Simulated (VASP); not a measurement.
# AsPt (F-43m) in VASP: notebook

Runs on AsPt. Level: PBE. Tasks: single point, relaxation of cell and atoms.

All numbers are computed with VASP 6.6.1; they aren't measurements. Logs are shortened: lines on timing, memory, paths and dates and some standing lists are left out, and cuts for length are marked.

### 1 The cell of the first run

It takes space group F-43m (No. 216, cubic). Conventional cell: a = 5.562 Å, b = 5.562 Å, c = 5.562 Å, α = 90.00°, β = 90.00°, γ = 90.00°. As (site symmetry -43m) has 4 Pt at 2.41 Å within 3.2 Å. Within 3.2 Å of Pt (site symmetry -43m) lie 4 As at 2.41 Å.

The cell was generated, and may not be a known phase.

### 2 Single point, PBE

File INCAR:

```
  ALGO = Normal
  EDIFF = 1E-6
  ENCUT = 520
  GGA = PE
  ISIF = 2
  ISMEAR = 0
  LASPH = True
  LCHARG = False
  LREAL = False
  LWAVE = False
  NBANDS = 14
  NELM = 100
  PREC = Accurate
  SIGMA = 0.1
```

File KPOINTS:

```
k-points
0
Gamma
  6 6 6
```

File POSCAR:

```
AsPt
1.0
    0.0000000000      2.7808440800      2.7808440800
    2.7808440800      0.0000000000      2.7808440800
    2.7808440800      2.7808440800      0.0000000000
As Pt
1 1
Direct
    0.0000000000      0.0000000000      0.0000000000
    0.2500000000      0.2500000000      0.2500000000
```

Potentials or basis: VASP PAW PBE potentials, release 64 (As, Pt).

Command:

```
$ cat potpaw_PBE.64/As/POTCAR potpaw_PBE.64/Pt/POTCAR > POTCAR
$ mpirun -np 1 vasp_std > vasp.out
```

OUTCAR:

```text
EDIFF = 1E-6
   ENCUT = 520
   GGA = PE
   ISIF = 2
   ISMEAR = 0
   LASPH = True
   LREAL = False
   NELM = 100
   PREC = Accurate

 ion  position               nearest neighbor table
   1  0.000  0.000  0.000-   2 2.41   2 2.41   2 2.41   2 2.41
   2  0.250  0.250  0.250-   1 2.41   1 2.41   1 2.41   1 2.41

  LATTYP: Found a face centered cubic cell.
 ALAT       =     5.5616881600

  Lattice vectors:

 A1 = (   0.0000000000,   2.7808440800,   2.7808440800)
 A2 = (   2.7808440800,   0.0000000000,   2.7808440800)
 A3 = (   2.7808440800,   2.7808440800,   0.0000000000)

Analysis of symmetry for initial positions (statically):
=====================================================================
 Subroutine PRICEL returns:
 Original cell was already a primitive cell.

 Routine SETGRP: Setting up the symmetry group for a
 face centered cubic supercell.

 Subroutine GETGRP returns: Found 24 space group operations
 (whereof 24 operations were pure point group operations)
 out of a pool of 48 trial point group operations.

The static configuration has the point symmetry T_d .

Analysis of symmetry for dynamics (positions and initial velocities):
=====================================================================
 Subroutine PRICEL returns:
 Original cell was already a primitive cell.

 Routine SETGRP: Setting up the symmetry group for a
 face centered cubic supercell.

 Subroutine GETGRP returns: Found 24 space group operations
 (whereof 24 operations were pure point group operations)
 out of a pool of 48 trial point group operations.

The dynamic configuration has the point symmetry T_d .

 Subroutine INISYM returns: Found 24 space group operations
 (whereof 24 operations are pure point group operations),
 and found     1 'primitive' translations

----------------------------------------------------------------------------------------

                                     Primitive cell

  volume of cell :      43.0091

  direct lattice vectors                    reciprocal lattice vectors
     0.000000000  2.780844080  2.780844080    -0.179801523  0.179801523  0.179801523
     2.780844080  0.000000000  2.780844080     0.179801523 -0.179801523  0.179801523
     2.780844080  2.780844080  0.000000000     0.179801523  0.179801523 -0.179801523

  length of vectors
     3.932707413  3.932707413  3.932707413     0.311425373  0.311425373  0.311425373

  position of ions in fractional coordinates (direct lattice)
     0.000000000  0.000000000  0.000000000
     0.250000000  0.250000000  0.250000000

  ion indices of the primitive-cell ions
   primitive index   ion index
                 1           1
                 2           2

----------------------------------------------------------------------------------------

 KPOINTS: k-points

Automatic generation of k-mesh.
 Grid dimensions read from file:
 generate k-points for:    6    6    6

 Generating k-lattice:

  Cartesian coordinates                     Fractional coordinates (reciprocal lattice)
    -0.029966920  0.029966920  0.029966920     0.166666667  0.000000000  0.000000000
     0.029966920 -0.029966920  0.029966920     0.000000000  0.166666667  0.000000000
     0.029966920  0.029966920 -0.029966920     0.000000000  0.000000000  0.166666667

  Length of vectors
     0.051904229  0.051904229  0.051904229

  Shift w.r.t. Gamma in fractional coordinates (k-lattice)
     0.000000000  0.000000000  0.000000000

 Subroutine IBZKPT returns following result:
 ===========================================

 Found     16 irreducible k-points:

 Following reciprocal coordinates:
            Coordinates               Weight
  0.000000  0.000000  0.000000      1.000000
  0.166667  0.000000  0.000000      8.000000
  0.333333  0.000000  0.000000      8.000000
  0.500000  0.000000  0.000000      4.000000
  0.166667  0.166667  0.000000      6.000000
  0.333333  0.166667  0.000000     24.000000
[... 8 lines left out ...]
 -0.333333  0.333333  0.166667     24.000000
 -0.333333  0.500000  0.166667     12.000000
   k-points           NKPTS =     16   k-points in BZ     NKDIM =     16   number of bands    NBANDS=     14
   number of dos      NEDOS =    301   number of ions     NIONS =      2
   total plane-waves  NPLWV =  27000
   dimension x,y,z NGX =    30 NGY =   30 NGZ =   30
   dimension x,y,z NGXF=    60 NGYF=   60 NGZF=   60
   ions per type =               1   1
   NGX,Y,Z   is equivalent  to a cutoff of  12.68, 12.68, 12.68 a.u.
   NGXF,Y,Z  is equivalent  to a cutoff of  25.36, 25.36, 25.36 a.u.
 SYSTEM =  unknown system
   PREC   = accura    normal or accurate (medium, high low for compatibility)
   ISTART =      0    job   : 0-new  1-cont  2-samecut
   ICHARG =      2    charge: 1-file 2-atom 10-const
   ISPIN  =      1    spin polarized calculation?
   LNONCOLLINEAR =      F non collinear calculations
   LSORBIT =      F    spin-orbit coupling
   LASPH  =      T    aspherical Exc in radial PAW
   ENCUT  =  520.0 eV  38.22 Ry    6.18 a.u.   7.31  7.31  7.31*2*pi/ulx,y,z
   NELM   =    100;   NELMIN=  2; NELMDL= -5     # of ELM steps
   EDIFF  = 0.1E-05   stopping-criterion for ELM
   LREAL  =      F    real-space projection
   EDIFFG = 0.1E-04   stopping-criterion for IOM
   NSW    =      0    number of steps for IOM
   IBRION =     -1    ionic relax: 0-MD 1-quasi-New 2-CG
   NFREE  =      0    steps in history (QN), initial steepest desc. (CG)
   ISIF   =      2    stress and relaxation
   ISYM   =      2    0-nonsym 1-usesym 2-fastsym
   POTIM  = 0.5000    time-step for ionic-motion
   TEBEG  =    0.0;   TEEND  =   0.0 temperature during run
   PSTRESS=    0.0 pullay stress
   NELECT =      15.0000    total number of electrons
   NUPDOWN=      -1.0000    fix difference up-down
   EMIN   =  10.00;   EMAX   =-10.00  energy-range for DOS
   EFERMI =   0.00;   METHOD = LEGACY
   ISMEAR =     0;   SIGMA  =   0.10  broadening in eV -4-tet -1-fermi 0-gaus
   EFERMI_NEDOS =   21; number of points for ismear=-14 and -15
   IALGO  =     38    algorithm
   IMIX   =      4    mixing-type and parameters
     AMIX     =   0.40;   BMIX     =  1.00
     AMIX_MAG =   1.60;   BMIX_MAG =  1.00
  volume/ion in A,a.u.               =      21.50       145.12
  Fermi-wavevector in a.u.,A,eV,Ry     =   1.152352  2.177630 18.067392  1.327916
  Thomas-Fermi vector in A             =   2.289004
   LORBIT       =      0    0 simple, 1 ext, 2 COOP (PROOUT), +10 PAW based schemes
   GGA     = PE    functional components
   LHFCALC =     F    Hartree Fock is set to
   AEXX    =    0.0000 exact exchange contribution
   IVDW    =     0    specifies the selected vdW correction
   LEPSILON=     F    determine dielectric tensor
   LRPA    =     F    only Hartree local field effects (RPA)
 non-spin polarized calculation
 Gauss-broadening in eV      SIGMA  =   0.10
  energy-cutoff  :      520.00
  volume of cell :       43.01
 maximum number of plane-waves:      1173
 NGX is ok and might be reduce to    30
   NGX = 15   NGY = 15   NGZ = 15

 number of electron      15.0000001 magnetization

 Free energy of the ion-electron system (eV)
  ---------------------------------------------------
  ext. energy  EPLUGINS =         0.00000000
  ---------------------------------------------------
  free energy    TOTEN  =       -11.05951876 eV

  energy without entropy =      -11.05601676  energy(sigma->0) =      -11.05776776

 E-fermi :   5.8033     XC(G=0): -10.4042

 val. band max:        5.7164042804   @ k =   0.5000   0.3333   0.0000
 cond. band min:       6.0665827169   @ k =  -0.1667   0.1667   0.0000
 fundamental gap:      0.3501784365
 Fermi energy:         5.8033454945

 k-point     1 :       0.0000    0.0000    0.0000
  band No.  band energies     occupation
      1      -7.1369      2.00000
      2       0.4170      2.00000
      3       0.4170      2.00000
      4       0.4170      2.00000
      5       2.5375      2.00000
      6       2.5375      2.00000
      7       8.3477      0.00000
      8       9.8820      0.00000
      9       9.8820      0.00000
     10       9.8820      0.00000
     11      12.8775      0.00000
     12      12.8775      0.00000
     13      12.8775      0.00000
     14      16.9460      0.00000

 k-point     2 :       0.1667    0.0000    0.0000
  band No.  band energies     occupation
      1      -6.8770      2.00000
      2       0.2459      2.00000
      3       0.5335      2.00000
      4       0.5335      2.00000
      5       2.5093      2.00000
      6       2.5093      2.00000
      7       7.2043      0.00000
      8       9.2608      0.00000
      9       9.2608      0.00000
     10       9.6372      0.00000
     11      12.9025      0.00000
     12      13.4838      0.00000
     13      13.4838      0.00000
     14      17.5856      0.00000

 k-point     3 :       0.3333    0.0000    0.0000
  band No.  band energies     occupation
      1      -6.2936      2.00000
      2       0.1129      2.00000
      3       0.7226      2.00000
      4       0.7226      2.00000
      5       2.5866      2.00000
      6       2.5866      2.00000
      7       4.4909      2.00000
      8       8.1575      0.00000
      9       8.1575      0.00000
     10       9.8203      0.00000
     11      14.1779      0.00000
     12      14.1779      0.00000
     13      14.2294      0.00000
     14      17.1505      0.00000
[... 188 lines left out ...]
 k-point    15 :      -0.3333    0.3333    0.1667
  band No.  band energies     occupation
      1      -5.6481      2.00000
      2       0.4484      2.00000
      3       0.5432      2.00000
      4       1.4841      2.00000
      5       2.2652      2.00000
      6       2.7351      2.00000
      7       3.6074      2.00000
      8       4.8882      2.00000
      9       6.3260      0.00000
     10      12.4135      0.00000
     11      13.1309      0.00000
     12      14.3764      0.00000
     13      16.3112      0.00000
     14      18.4392      0.00000

 k-point    16 :      -0.3333    0.5000    0.1667
  band No.  band energies     occupation
      1      -5.5347      2.00000
      2      -0.0650      2.00000
      3       1.1542      2.00000
      4       1.6119      2.00000
      5       2.5329      2.00000
      6       3.0465      2.00000
      7       3.1989      2.00000
      8       4.4018      2.00000
      9       5.6717      1.93744
     10      12.3279      0.00000
     11      12.6461      0.00000
     12      15.5710      0.00000
     13      15.8343      0.00000
     14      20.4261      0.00000

------------------------ aborting loop because EDIFF is reached ----------------------------------------

  FORCE on cell =-STRESS in cart. coord.  units (eV):
  Direction    XX          YY          ZZ          XY          YZ          ZX
  --------------------------------------------------------------------------------------
  -------------------------------------------------------------------------------------
  Total        0.9987788      0.9987788      0.9987788     -0.0000000      0.0000000      0.0000000
  in kB       37.2066008     37.2066008     37.2066008     -0.0000000      0.0000000      0.0000000
  external PRESSURE =      37.2066008 kB  Pullay stress =       0.0000000 kB

 VOLUME and BASIS-vectors are now :
 -----------------------------------------------------------------------------
  energy-cutoff  :      520.00
  volume of cell :       43.01
      direct lattice vectors                 reciprocal lattice vectors
     0.000000000  2.780844080  2.780844080    -0.179801523  0.179801523  0.179801523
     2.780844080  0.000000000  2.780844080     0.179801523 -0.179801523  0.179801523
     2.780844080  2.780844080  0.000000000     0.179801523  0.179801523 -0.179801523

 POSITION                                       TOTAL-FORCE (eV/Angst)
 -----------------------------------------------------------------------------------
      0.00000      0.00000      0.00000        -0.000000     -0.000000     -0.000000
      1.39042      1.39042      1.39042         0.000000      0.000000      0.000000
 -----------------------------------------------------------------------------------
    total drift:                               -0.000000     -0.000000     -0.000000

  FREE ENERGIE OF THE ION-ELECTRON SYSTEM (eV)
  ---------------------------------------------------
  free  energy   TOTEN  =       -11.0595187563 eV

  energy  without entropy=      -11.0560167552  energy(sigma->0) =      -11.05776776
```

Run time: 20 s. Hardware: 1 thread of Intel Xeon 8259CL, shared host; peak memory 0.17 GiB.

Results:

| Quantity | Value |
| --- | --- |
| Free energy | -11.0595 eV |
| Pressure | 3.7 GPa |
| Band gap on the k mesh | zero (an odd number of electrons rules out a gap without spin polarisation) |

Caveat: the cell stands under pressure; spin-orbit coupling is left out, which moves the levels of the heavy elements; an odd number of electrons without spin polarisation forces a metal; a magnetic or distorted state may lie lower.

### 3 Single point, PBE

This run uses another cell than the first one, of 22.25 Å³/atom.

File INCAR:

```
PREC = Accurate
ENCUT = 520
EDIFF = 1E-6
ISMEAR = 0
SIGMA = 0.1
LREAL = False
LASPH = True
NELM = 80
ALGO = Normal
ISIF = 2
LWAVE = False
LCHARG = True
GGA = PE
LELF = True
LVHAR = True
NBANDS = 14
```

File KPOINTS:

```
Automatic mesh
0
Gamma
  18 18 18
```

File POSCAR:

```
AsPt
1.0
    0.0000000000      2.8125329732      2.8125329732
    2.8125329732      0.0000000000      2.8125329732
    2.8125329732      2.8125329732      0.0000000000
As Pt
1 1
Direct
    0.0000000000      0.0000000000      0.0000000000
    0.2500000000      0.2500000000      0.2500000000
```

Potentials or basis: VASP PAW PBE potentials, release 64 (As, Pt).

Command:

```
$ cat potpaw_PBE.64/As/POTCAR potpaw_PBE.64/Pt/POTCAR > POTCAR
$ mpirun -np 1 vasp_std > vasp.out
```

Wall time 3.3 min (1 thread of Intel Xeon 8259CL, shared host); peak memory 0.28 GiB.

Results (log left out):

```
Free energy            : -11.0557 eV
Pressure               : 0.0 GPa
Band gap on the k mesh : zero (an odd number of electrons rules out a gap without spin polarisation)
```

Levels at points of the mesh, in eV from the Fermi level:
```tsv
k point	band 5	band 6	band 7	band 8	band 9	band 10
(0.00, 0.00, 0.00)	-3.20	-3.20	2.32	3.83	3.83	3.83
(0.50, 0.00, 0.00)	-3.03	-3.03	-2.69	1.67	1.67	3.80
(0.50, 0.50, 0.00)	-3.06	-2.82	-2.56	-0.81	-0.81	5.09
```

Caveat: spin-orbit coupling is left out, which moves the levels of the heavy elements; an odd number of electrons without spin polarisation forces a metal; a magnetic or distorted state may lie lower.

### 4 Relaxation of cell and atoms, PBE

File INCAR:

```
SYSTEM = AsPt
PREC     = Accurate       ! precision mode
ENCUT    = 600            ! plane-wave cutoff, eV
EDIFF    = 1E-7           ! SCF threshold, eV
ISMEAR   = 0              ! smearing method
SIGMA    = 0.1            ! smearing width, eV
LREAL    = .False.        ! projectors in reciprocal space
LASPH    = .True.         ! aspherical terms in the spheres
NELM     = 80             ! most SCF steps
ALGO     = Normal         ! electronic algorithm
ISIF     = 3              ! what is computed and relaxed
LWAVE    = .False.        ! write WAVECAR
LCHARG   = .False.        ! write CHGCAR
GGA      = PE             ! functional
IBRION   = 2              ! ionic algorithm
NSW      = 100            ! ionic steps
EDIFFG   = -0.01          ! ionic threshold
```

File KPOINTS:

```
Automatic mesh
0
Gamma
  18 18 18
  0 0 0
```

File POSCAR:

```
AsPt
1.0
    0.0000000000      2.7808440800      2.7808440800
    2.7808440800      0.0000000000      2.7808440800
    2.7808440800      2.7808440800      0.0000000000
As Pt
1 1
Direct
    0.0000000000      0.0000000000      0.0000000000
    0.2500000000      0.2500000000      0.2500000000
```

Command:

```
$ cat potpaw_PBE.64/As/POTCAR potpaw_PBE.64/Pt/POTCAR > POTCAR
$ mpirun -np 1 vasp_std > vasp.out
```

It took 5.2 min on 1 thread of Intel Xeon 8259CL, shared host; peak memory 0.29 GiB.

The run converged. Its results:

```
Free energy                           : -11.0555 eV
Relaxed volume                        : 22.25 Å³/atom
Relaxed cell                          : a = 3.978 Å, b = 3.978 Å, c = 3.978 Å, α = 60.00°, β = 60.00°, γ = 60.00°
Space group after relaxing (to 0.1 Å) : F-43m (No. 216)
Energy gained by relaxing             : 8.9 meV/atom
Ionic steps                           : 3
Pressure after relaxing               : 0.0 GPa
Band gap on the k mesh                : zero (an odd number of electrons rules out a gap without spin polarisation)
```

Step by step:
| step | energy change (eV) | largest force (eV/Å) | pressure (GPa) | volume (Å³) |
| --- | --- | --- | --- | --- |
| 1 | 0.0000 | 0.0000 | 4.01 | 43.01 |
| 2 | 0.0086 | 0.0000 | -4.16 | 46.45 |
| 3 | -0.0179 | 0.0000 | -0.02 | 44.51 |

Final structure:
```
As Pt
1.0
     0.00000    2.81273    2.81273
     2.81273    0.00000    2.81273
     2.81273    2.81273    0.00000
As Pt
1 1
Direct
  0.00000 0.00000 0.00000
  0.25000 0.25000 0.25000
```

Levels at points of the mesh, in eV from the Fermi level:
```tsv
k point	band 3	band 4	band 5	band 6	band 7	band 8	band 9	band 10	band 11
(0.00, 0.00, 0.00)	-5.25	-5.25	-3.20	-3.20	2.32	3.83	3.83	3.83	6.93
(0.50, 0.00, 0.00)	-4.89	-4.89	-3.03	-3.03	-2.69	1.67	1.67	3.80	8.31
(0.50, 0.50, 0.00)	-3.97	-3.97	-3.06	-2.82	-2.56	-0.81	-0.81	5.09	5.55
```

Caveat: spin-orbit coupling is left out, which moves the levels of the heavy elements; an odd number of electrons without spin polarisation forces a metal; a magnetic or distorted state may lie lower.

### 5 Summary

```tsv
task	cell	k mesh	cutoff (eV)	gap on the mesh (eV)	pressure (GPa)
single point	a = 3.933 Å, angles 60.0°, 2 atoms	6 × 6 × 6	520	none	3.7
single point	a = 3.978 Å, angles 60.0°, 2 atoms	18 × 18 × 18	520	none	0.0
relaxation of cell and atoms	relaxed from a = 3.933 Å, angles 60.0°, 2 atoms	18 × 18 × 18	600	none	0.0
```

Alike in all rows: level PBE; potentials or basis VASP PAW PBE potentials, release 64 (As, Pt); no spin polarisation; smearing gaussian 0.1 eV.

Caveats: spin-orbit coupling is left out, which moves the levels of the heavy elements; an odd number of electrons without spin polarisation forces a metal; a magnetic or distorted state may lie lower; the cell stands under pressure (at least some runs).

Total energies depend on the potentials used, so only differences within one code and one set of settings carry meaning.

The gap in the log of VASP goes by the Fermi energy; the results here count the filled bands.